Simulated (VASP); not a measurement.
# MgI2 (R-3m) in VASP: further runs, part 2 of 3

VASP 6.6.1. The steps go on from the part before.

### 3 Single point, PBEsol

Contents of INCAR:

```
SYSTEM = MgI2
PREC = Accurate
ENCUT = 600
EDIFF = 1E-6
ISMEAR = 1
SIGMA = 0.44
LREAL = .False.
LASPH = .True.
NELM = 120
ALGO = Normal
ISIF = 2
LWAVE = .False.
LCHARG = .False.
GGA = PS
NBANDS = 15
GGA_COMPAT = .False.
```

Contents of KPOINTS:

```
Automatic mesh
0
Gamma
  6 6 6
  0 0 0
```

Contents of POSCAR:

```
MgI2
1.0
    2.0786779714      1.2001252863      6.8923459914
   -2.0786779714      1.2001252863      6.8923459914
    0.0000000000     -2.4002505727      6.8923459914
Mg I
1 2
Direct
    0.0000000000      0.0000000000      0.0000000000
    0.2526882644      0.2526882644      0.2526882644
    0.7473117356      0.7473117356      0.7473117356
```

Potentials or basis: VASP PAW PBE potentials, release 64 (Mg, I).

The run is started by

```console
> cat potpaw_PBE.64/Mg/POTCAR potpaw_PBE.64/I/POTCAR > POTCAR
> mpirun -np 1 vasp_std > vasp.out
```

OUTCAR:

```text
SYSTEM = MgI2
   PREC = Accurate
   ENCUT = 600
   EDIFF = 1E-6
   ISMEAR = 1
   LREAL = .False.
   LASPH = .True.
   NELM = 120
   ISIF = 2
   GGA = PS

 ion  position               nearest neighbor table
   1  0.000  0.000  0.000-   3 2.92   2 2.92   3 2.92   3 2.92   2 2.92   2 2.92
   2  0.253  0.253  0.253-   1 2.92   1 2.92   1 2.92
   3  0.747  0.747  0.747-   1 2.92   1 2.92   1 2.92

  LATTYP: Found a trigonal (rhomboedric) cell.
 ALAT       =     7.2983310474
 COS(alpha) =     0.8377602362

  Lattice vectors:

 A1 = (   2.0786779714,   1.2001252863,   6.8923459914)
 A2 = (  -2.0786779714,   1.2001252863,   6.8923459914)
 A3 = (   0.0000000000,  -2.4002505727,   6.8923459914)

Analysis of symmetry for initial positions (statically):
=====================================================================
 Subroutine PRICEL returns:
 Original cell was already a primitive cell.

 Routine SETGRP: Setting up the symmetry group for a
 trigonal (rhombohedral) supercell.

 Subroutine GETGRP returns: Found 12 space group operations
 (whereof 12 operations were pure point group operations)
 out of a pool of 12 trial point group operations.

The static configuration has the point symmetry D_3d.

Analysis of symmetry for dynamics (positions and initial velocities):
=====================================================================
 Subroutine PRICEL returns:
 Original cell was already a primitive cell.

 Routine SETGRP: Setting up the symmetry group for a
 trigonal (rhombohedral) supercell.

 Subroutine GETGRP returns: Found 12 space group operations
 (whereof 12 operations were pure point group operations)
 out of a pool of 12 trial point group operations.

The dynamic configuration has the point symmetry D_3d.

 Subroutine INISYM returns: Found 12 space group operations
 (whereof 12 operations are pure point group operations),
 and found     1 'primitive' translations

----------------------------------------------------------------------------------------

                                     Primitive cell

  volume of cell :     103.1649

  direct lattice vectors                    reciprocal lattice vectors
     2.078677971  1.200125286  6.892345991     0.240537499  0.138874390  0.048362826
    -2.078677971  1.200125286  6.892345991    -0.240537499  0.138874390  0.048362826
     0.000000000 -2.400250573  6.892345991     0.000000000 -0.277748779  0.048362826

  length of vectors
     7.298331047  7.298331047  7.298331047     0.281927912  0.281927912  0.281927912

  position of ions in fractional coordinates (direct lattice)
     0.000000000  0.000000000  0.000000000
     0.252688264  0.252688264  0.252688264
     0.747311736  0.747311736  0.747311736

  ion indices of the primitive-cell ions
   primitive index   ion index
                 1           1
                 2           2
                 3           3

----------------------------------------------------------------------------------------

 KPOINTS: Automatic mesh

Automatic generation of k-mesh.
 Grid dimensions read from file:
 generate k-points for:    6    6    6

 Generating k-lattice:

  Cartesian coordinates                     Fractional coordinates (reciprocal lattice)
[... 44 lines left out ...]
   total plane-waves  NPLWV = 216000
   dimension x,y,z NGX =    60 NGY =   60 NGZ =   60
   dimension x,y,z NGXF=   120 NGYF=  120 NGZF=  120
   ions per type =               1   2
   NGX,Y,Z   is equivalent  to a cutoff of  13.67, 13.67, 13.67 a.u.
   NGXF,Y,Z  is equivalent  to a cutoff of  27.33, 27.33, 27.33 a.u.
 SYSTEM =  MgI2
   PREC   = accura    normal or accurate (medium, high low for compatibility)
   ISTART =      0    job   : 0-new  1-cont  2-samecut
   ICHARG =      2    charge: 1-file 2-atom 10-const
   ISPIN  =      1    spin polarized calculation?
   LNONCOLLINEAR =      F non collinear calculations
   LSORBIT =      F    spin-orbit coupling
   LASPH  =      T    aspherical Exc in radial PAW
   ENCUT  =  600.0 eV  44.10 Ry    6.64 a.u.  14.58 14.58 14.58*2*pi/ulx,y,z
   NELM   =    120;   NELMIN=  2; NELMDL= -5     # of ELM steps
   EDIFF  = 0.1E-05   stopping-criterion for ELM
   LREAL  =      F    real-space projection
   EDIFFG = 0.1E-04   stopping-criterion for IOM
   NSW    =      0    number of steps for IOM
   IBRION =     -1    ionic relax: 0-MD 1-quasi-New 2-CG
   NFREE  =      0    steps in history (QN), initial steepest desc. (CG)
   ISIF   =      2    stress and relaxation
   ISYM   =      2    0-nonsym 1-usesym 2-fastsym
   POTIM  = 0.5000    time-step for ionic-motion
   TEBEG  =    0.0;   TEEND  =   0.0 temperature during run
   PSTRESS=    0.0 pullay stress
   NELECT =      16.0000    total number of electrons
   NUPDOWN=      -1.0000    fix difference up-down
   EMIN   =  10.00;   EMAX   =-10.00  energy-range for DOS
   EFERMI =   0.00;   METHOD = LEGACY
   ISMEAR =     1;   SIGMA  =   0.44  broadening in eV -4-tet -1-fermi 0-gaus
   EFERMI_NEDOS =   21; number of points for ismear=-14 and -15
   IALGO  =     38    algorithm
   IMIX   =      4    mixing-type and parameters
     AMIX     =   0.40;   BMIX     =  1.00
     AMIX_MAG =   1.60;   BMIX_MAG =  1.00
  volume/ion in A,a.u.               =      34.39       232.06
  Fermi-wavevector in a.u.,A,eV,Ry     =   0.879571  1.662148 10.526076  0.773645
  Thomas-Fermi vector in A             =   1.999813
   LORBIT       =      0    0 simple, 1 ext, 2 COOP (PROOUT), +10 PAW based schemes
   GGA     = PS    functional components
   LHFCALC =     F    Hartree Fock is set to
   AEXX    =    0.0000 exact exchange contribution
   IVDW    =     0    specifies the selected vdW correction
   LEPSILON=     F    determine dielectric tensor
   LRPA    =     F    only Hartree local field effects (RPA)
 non-spin polarized calculation
 Methfessel and Paxton  Order N= 1 SIGMA  =   0.44
  energy-cutoff  :      600.00
  volume of cell :      103.16
 maximum number of plane-waves:      3466
 NGX is ok and might be reduce to    60
   NGX = 29   NGY = 29   NGZ = 29

 number of electron      16.0000000 magnetization

 Free energy of the ion-electron system (eV)
  ---------------------------------------------------
  ext. energy  EPLUGINS =         0.00000000
  ---------------------------------------------------
  free energy    TOTEN  =        -8.39838773 eV

  energy without entropy =       -8.44426422  energy(sigma->0) =       -8.41367989

 E-fermi :   2.2498     XC(G=0):  -8.3452

 val. band max:        2.1559684757   @ k =   0.0000   0.0000   0.0000
 cond. band min:       5.3474880395   @ k =   0.5000   0.5000   0.0000
 fundamental gap:      3.1915195638
 Fermi energy:         2.2498125697

 k-point     1 :       0.0000    0.0000    0.0000
  band No.  band energies     occupation
      1      -9.9360      2.00000
      2      -9.2303      2.00000
      3      -1.3892      2.00000
      4       1.7064      2.07088
      5       1.7064      2.07088
      6       2.0980      1.54730
      7       2.0980      1.54730
      8       2.1560      1.35204
      9       5.7316     -0.00000
     10       6.7696     -0.00000
     11       8.6306     -0.00000
     12       8.6306     -0.00000
     13       9.7281     -0.00000
     14       9.9376     -0.00000
[... 401 lines left out ...]
      2      -9.0474      2.00000
      3      -1.3637      2.00000
      4      -0.7804      2.00000
      5       0.2825      2.00000
      6       0.8274      2.00005
      7       1.2679      2.00706
      8       1.5248      2.04176
      9       6.0556     -0.00000
     10       7.6063     -0.00000
     11       8.0354     -0.00000
     12       8.6755     -0.00000
     13       9.6860     -0.00000
     14      10.9625     -0.00000
     15      12.0883      0.00000

 [... further k-points ...]

------------------------ aborting loop because EDIFF is reached ----------------------------------------

  FORCE on cell =-STRESS in cart. coord.  units (eV):
  Direction    XX          YY          ZZ          XY          YZ          ZX
  --------------------------------------------------------------------------------------
  -------------------------------------------------------------------------------------
  Total       -0.3525622     -0.3525622     -0.0947916      0.0000000      0.0000000      0.0000000
  in kB       -5.4753796     -5.4753796     -1.4721376      0.0000000      0.0000000      0.0000000
  external PRESSURE =      -4.1409656 kB  Pullay stress =       0.0000000 kB

 VOLUME and BASIS-vectors are now :
 -----------------------------------------------------------------------------
  energy-cutoff  :      600.00
  volume of cell :      103.16
      direct lattice vectors                 reciprocal lattice vectors
     2.078677971  1.200125286  6.892345991     0.240537499  0.138874390  0.048362826
    -2.078677971  1.200125286  6.892345991    -0.240537499  0.138874390  0.048362826
     0.000000000 -2.400250573  6.892345991     0.000000000 -0.277748779  0.048362826

 POSITION                                       TOTAL-FORCE (eV/Angst)
 -----------------------------------------------------------------------------------
      0.00000      0.00000      0.00000         0.000000      0.000000      0.000000
      0.00000     -0.00000      5.22484        -0.000000     -0.000000      0.062288
      0.00000     -0.00000     15.45219        -0.000000      0.000000     -0.062288
 -----------------------------------------------------------------------------------
    total drift:                                0.000000      0.000000      0.000000

  FREE ENERGIE OF THE ION-ELECTRON SYSTEM (eV)
  ---------------------------------------------------
  free  energy   TOTEN  =        -8.3983877280 eV

  energy  without entropy=       -8.4442642239  energy(sigma->0) =       -8.41367989
```

stdout:

```text
POSCAR found type information on POSCAR MgI
 POSCAR found :  2 types and       3 ions
 scaLAPACK will be used
 -----------------------------------------------------------------------------
|                                                                             |
|                                                                             |
|     You enforced a specific xc type in the INCAR file but a different       |
|     I HOPE YOU KNOW WHAT YOU ARE DOING!                                     |
|                                                                             |
 -----------------------------------------------------------------------------

 LDA part: xc-table for (Slater+PW92), standard interpolation
 POSCAR, INCAR and KPOINTS ok, starting setup
 FFT: planning ... GRIDC
 FFT: planning ... GRID_SOFT
 FFT: planning ... GRID
 WAVECAR not read
 entering main loop
```

Run time: 71 s. Hardware: 1 thread of Intel Xeon 6975P-C (Granite Rapids), shared host; peak memory 0.47 GiB.

What came out:

```yaml
Free_energy: -8.3984 eV
Pressure: -0.4 GPa
Largest_force: 0.062 eV/Å
Band_gap_on_the_k_mesh: 3.19 eV (least direct gap 3.58 eV)
```

Forces on the atoms (eV/Å):
```
Mg   0.000  0.000  0.000
I    0.000  0.000  0.062
I    0.000  0.000 -0.062
```

Levels at points of the mesh, in eV from the valence-band top:
| k point | band 6 | band 7 | band 8 | band 9 | band 10 | band 11 |
| --- | --- | --- | --- | --- | --- | --- |
| (0.00, 0.00, 0.00) | -0.06 | -0.06 | 0.00 | 3.58 | 4.61 | 6.47 |
| (0.50, 0.00, 0.00) | -1.24 | -1.22 | -0.69 | 3.76 | 5.33 | 6.28 |
| (0.50, 0.50, 0.00) | -1.32 | -0.45 | -0.42 | 3.19 | 4.90 | 5.00 |
| (0.50, 0.50, 0.50) | -0.35 | -0.18 | -0.18 | 4.54 | 4.77 | 6.64 |

Caveat: the PAW data sets were made with another functional, which shifts forces and pressure a little; spin-orbit coupling is left out, which moves the levels of the heavy elements. A k mesh can miss the band edges.

### 4 Single point, PBEsol

Contents of INCAR:

```
SYSTEM = MgI2
  PREC = Accurate
  ENCUT = 600
  EDIFF = 1E-6
  ISMEAR = 0
  SIGMA = 0.001
  LREAL = .FALSE.
  LASPH = .TRUE.
  NELM = 120
  ALGO = Normal
  ISIF = 2
  LWAVE = .FALSE.
  LCHARG = .FALSE.
  GGA = PS
  NBANDS = 15
  GGA_COMPAT = .FALSE.
```

Contents of KPOINTS:

```
regular mesh
0
G
  6 6 6
  0 0 0
```

POSCAR is that of step 3.

The run is started by

```console
> cat potpaw_PBE.64/Mg/POTCAR potpaw_PBE.64/I/POTCAR > POTCAR
> mpirun -np 1 vasp_std > vasp.out
```

It took 64 s on 1 thread of Intel Xeon 6975P-C (Granite Rapids), shared host; peak memory 0.46 GiB.

Results (log left out):

```yaml
Free_energy: -8.4174 eV
Pressure: -0.3 GPa
Largest_force: 0.068 eV/Å
Band_gap_on_the_k_mesh: 3.19 eV (least direct gap 3.58 eV)
```

Forces on the atoms (eV/Å):
```
Mg   0.000  0.000  0.000
I    0.000  0.000  0.068
I    0.000  0.000 -0.068
```

Stress tensor (GPa, compression positive):
```
-0.44  0.00  0.00
 0.00 -0.44  0.00
 0.00  0.00 -0.11
```

Levels at points of the mesh, in eV from the valence-band top:
| k point | band 6 | band 7 | band 8 | band 9 | band 10 | band 11 |
| --- | --- | --- | --- | --- | --- | --- |
| (0.00, 0.00, 0.00) | -0.06 | -0.06 | 0.00 | 3.58 | 4.61 | 6.47 |
| (0.50, 0.00, 0.00) | -1.24 | -1.21 | -0.69 | 3.76 | 5.33 | 6.28 |
| (0.50, 0.50, 0.00) | -1.32 | -0.45 | -0.42 | 3.19 | 4.90 | 5.00 |
| (0.50, 0.50, 0.50) | -0.35 | -0.18 | -0.18 | 4.54 | 4.77 | 6.64 |

Caveat: the PAW data sets were made with another functional, which shifts forces and pressure a little; spin-orbit coupling is left out, which moves the levels of the heavy elements. A k mesh can miss the band edges.

### 5 Single point, PBEsol

Contents of INCAR:

```
  ALGO = Normal
  EDIFF = 1E-6
  ENCUT = 600
  GGA = PS
  GGA_COMPAT = F
  ISIF = 2
  ISMEAR = 1
  LASPH = T
  LCHARG = T
  LELF = T
  LREAL = F
  LVHAR = T
  LWAVE = F
  NBANDS = 15
  NELM = 120
  PREC = Accurate
  SIGMA = 0.001
```

Contents of KPOINTS:

```
k-points
0
Gamma
  6 6 6
```

POSCAR is that of step 4.

Potentials or basis: VASP PAW PBE potentials, release 64 (Mg, I).

The run is started by

```console
> cat potpaw_PBE.64/Mg/POTCAR potpaw_PBE.64/I/POTCAR > POTCAR
> mpirun -np 1 vasp_std > vasp.out
```

OUTCAR:

```text
EDIFF = 1E-6
   ENCUT = 600
   GGA = PS
   ISIF = 2
   ISMEAR = 1
   LASPH = T
   LREAL = F
   NELM = 120
   PREC = Accurate

 ion  position               nearest neighbor table
   1  0.000  0.000  0.000-   3 2.92   2 2.92   3 2.92   3 2.92   2 2.92   2 2.92
   2  0.253  0.253  0.253-   1 2.92   1 2.92   1 2.92
   3  0.747  0.747  0.747-   1 2.92   1 2.92   1 2.92

  LATTYP: Found a trigonal (rhomboedric) cell.
 ALAT       =     7.2983310474
[... 627 lines left out ...]

  FORCE on cell =-STRESS in cart. coord.  units (eV):
  Direction    XX          YY          ZZ          XY          YZ          ZX
  --------------------------------------------------------------------------------------
  -------------------------------------------------------------------------------------
  Total       -0.2829756     -0.2829756     -0.0683074      0.0000000      0.0000000      0.0000000
  in kB       -4.3946815     -4.3946815     -1.0608311      0.0000000      0.0000000      0.0000000
  external PRESSURE =      -3.2833980 kB  Pullay stress =       0.0000000 kB

 VOLUME and BASIS-vectors are now :
 -----------------------------------------------------------------------------
  energy-cutoff  :      600.00
  volume of cell :      103.16
      direct lattice vectors                 reciprocal lattice vectors
     2.078677971  1.200125286  6.892345991     0.240537499  0.138874390  0.048362826
    -2.078677971  1.200125286  6.892345991    -0.240537499  0.138874390  0.048362826
     0.000000000 -2.400250573  6.892345991     0.000000000 -0.277748779  0.048362826

 POSITION                                       TOTAL-FORCE (eV/Angst)
 -----------------------------------------------------------------------------------
      0.00000      0.00000      0.00000        -0.000000      0.000000      0.000000
      0.00000     -0.00000      5.22484         0.000000     -0.000000      0.068423
      0.00000     -0.00000     15.45219         0.000000      0.000000     -0.068423
 -----------------------------------------------------------------------------------
    total drift:                                0.000000      0.000000      0.000000

  FREE ENERGIE OF THE ION-ELECTRON SYSTEM (eV)
  ---------------------------------------------------
  free  energy   TOTEN  =        -8.4174259975 eV

  energy  without entropy=       -8.4174259975  energy(sigma->0) =       -8.41742600
```

OSZICAR:

```text
N       E                     dE             d eps       ncg     rms          rms(c)
DAV:   1     0.782229821020E+02    0.78223E+02   -0.62080E+03   960   0.939E+02
DAV:   2    -0.221309150268E+01   -0.80436E+02   -0.72501E+02  1332   0.135E+02
DAV:   3    -0.846212651703E+01   -0.62490E+01   -0.62211E+01  1289   0.427E+01
DAV:   4    -0.857713553851E+01   -0.11501E+00   -0.11500E+00  1298   0.696E+00
DAV:   5    -0.857862031609E+01   -0.14848E-02   -0.14848E-02  1331   0.760E-01    0.397E+00
DAV:   6    -0.845032899439E+01    0.12829E+00   -0.10210E-01  1093   0.161E+00    0.263E+00
DAV:   7    -0.841973890611E+01    0.30590E-01   -0.10405E-01  1128   0.157E+00    0.641E-01
DAV:   8    -0.841745831406E+01    0.22806E-02   -0.75791E-03  1100   0.481E-01    0.270E-01
DAV:   9    -0.841743682451E+01    0.21490E-04   -0.84877E-04  1289   0.171E-01    0.108E-01
DAV:  10    -0.841742345581E+01    0.13369E-04   -0.41351E-05  1226   0.429E-02    0.375E-02
DAV:  11    -0.841742578687E+01   -0.23311E-05   -0.65544E-06  1177   0.145E-02    0.214E-02
DAV:  12    -0.841742599746E+01   -0.21059E-06   -0.45263E-07  1005   0.416E-03
   1 F= -.84174260E+01 E0= -.84174260E+01  d E =0.000000E+00
```

stdout:

```text
POSCAR found type information on POSCAR MgI
 POSCAR found :  2 types and       3 ions
 scaLAPACK will be used
 -----------------------------------------------------------------------------
|                                                                             |
|                                                                             |
|     You enforced a specific xc type in the INCAR file but a different       |
|     I HOPE YOU KNOW WHAT YOU ARE DOING!                                     |
|                                                                             |
 -----------------------------------------------------------------------------

 LDA part: xc-table for (Slater+PW92), standard interpolation
 POSCAR, INCAR and KPOINTS ok, starting setup
 FFT: planning ... GRIDC
 FFT: planning ... GRID_SOFT
 FFT: planning ... GRID
 WAVECAR not read
 entering main loop
```

Run time: 66 s. Hardware: 1 thread of Intel Xeon 6975P-C (Granite Rapids), shared host; peak memory 0.47 GiB.

What came out:

* Free energy: -8.4174 eV
* Pressure: -0.3 GPa
* Largest force: 0.068 eV/Å
* Band gap on the k mesh: 3.19 eV (least direct gap 3.58 eV)

Forces on the atoms (eV/Å):
```
Mg   0.000  0.000  0.000
I    0.000  0.000  0.068
I    0.000  0.000 -0.068
```

Levels at points of the mesh, in eV from the valence-band top:
```csv
k point,band 5,band 6,band 7,band 8,band 9,band 10,band 11,band 12
"(0.00, 0.00, 0.00)",-0.45,-0.06,-0.06,0.00,3.58,4.61,6.47,6.47
"(0.50, 0.00, 0.00)",-1.63,-1.24,-1.21,-0.69,3.76,5.33,6.28,6.99
"(0.50, 0.50, 0.00)",-1.38,-1.32,-0.45,-0.42,3.19,4.90,5.00,6.91
"(0.50, 0.50, 0.50)",-0.35,-0.35,-0.18,-0.18,4.54,4.77,6.64,6.64
```

Caveat: the PAW data sets were made with another functional, which shifts forces and pressure a little; spin-orbit coupling is left out, which moves the levels of the heavy elements.

(Continued in part 3 of 3.)
